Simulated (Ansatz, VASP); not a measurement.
# Two plane-wave programs on MnO

The input INCAR:

```
SYSTEM = MnO
PREC = Accurate
ENCUT = 520
EDIFF = 1E-6
ISMEAR = 0
SIGMA = 0.15
LREAL = .FALSE.
LASPH = .TRUE.
NELM = 150
ALGO = Fast
ISIF = 2
LWAVE = .FALSE.
LCHARG = .TRUE.
ISPIN = 2
MAGMOM = 4.41 0.25
LORBIT = 11
LMAXMIX = 4
GGA = PS
LELF = .TRUE.
LVHAR = .TRUE.
NBANDS = 20
```

Contents of KPOINTS:

```
regular mesh
0
G
  20 20 20
  0 0 0
```

File POSCAR:

```
MnO
1.0
   -0.7025259487      1.9319463589      1.9319463589
    1.9319463589     -0.7025259487      1.9319463589
    1.9319463589      1.9319463589     -0.7025259487
Mn O
1 1
Direct
    0.0000000000      0.0000000000      0.0000000000
    0.5000000000      0.5000000000      0.5000000000
```

Input for Ansatz:

```yaml
crystal:
  lattice:
    - [-0.7025259487, 1.9319463589, 1.9319463589]
    - [1.9319463589, -0.7025259487, 1.9319463589]
    - [1.9319463589, 1.9319463589, -0.7025259487]
  atoms:
    - { symbol: Mn, position: [0.0, 0.0, 0.0], spin: 4.41 }
    - { symbol: O, position: [0.5, 0.5, 0.5], spin: 0.25 }
basis:
  ecutwfc: 420
kpoints:
  mp_grid: { grid: [20, 20, 20] }
hamiltonian:
  xc: pbesol
scf:
  occupations: { method: gaussian, width: 0.15 }
output:
  forces: true
  stress: true
  eigenvalues: true
  populations: true
magnetization:
  spin_polarized: true
```

Alike in both runs: task single point; functional PBEsol; k mesh 20 × 20 × 20; occupations gaussian, width 0.15 eV; collinear spin.

```csv
,VASP,Ansatz
version,VASP 6.6.1,Ansatz 0.2.0
potentials or method,"VASP PAW PBE potentials, release 64 (Mn_pv, O), cutoff 520 eV","scalar-relativistic, plane waves, PAW"
valence electrons in the cell,19,21
```

```csv
,VASP,Ansatz,Ansatz less VASP
gap on the k mesh at the Fermi level (eV),none,none,-
pressure (GPa),-11.4,-11.6,-0.15
"traceless stress, the component that is largest in VASP (GPa)",6.83,6.91,+0.078
net moment per atom (μB),2.42,2.42,0.000
size of the moment on the site where the two differ most (μB),4.35,4.14,-0.213
```

VASP's potentials were made for PBE, not for PBEsol. Site moments also hang on the region over which each program counts them. A gap of «none» marks a metal or a gap that the smearing closes. With one functional, cell and mesh, what is left measures potentials, basis and numerics. VASP's potentials hold 19 valence electrons a cell and Ansatz's 21, so a difference there can come from the potentials and not from the codes.
